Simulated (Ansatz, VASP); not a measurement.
C: VASP beside Ansatz

```
C
1.0
     0.00000    1.78579    1.78579
     1.78579    0.00000    1.78579
     1.78579    1.78579    0.00000
C
2
Cartesian
  0.0000 0.0000 0.0000
  0.8929 0.8929 0.8929
```

Alike in both runs: task single point; functional r2SCAN; k mesh 12 × 12 × 12; occupations gaussian, width 0.02 eV; no spin polarisation.

```csv
,VASP,Ansatz
version,VASP 6.6.1,Ansatz 0.2.0
potentials or method,"VASP PAW PBE potentials, release 64 (C), cutoff 660 eV","scalar-relativistic, plane waves, PAW"
valence electrons in the cell,8,8
```

VASP gave:

```
gap on the k mesh at the Fermi level (eV) : 4.33
least direct gap on the mesh (eV)         : 5.82
pressure (GPa)                            : -4.1
```

**Question.** Which values does Ansatz return?

**Answer.** gap on the k mesh at the Fermi level (eV): 4.36; least direct gap on the mesh (eV): 5.87; pressure (GPa): -4.2.

VASP's potentials were made for PBE, not for r2SCAN.
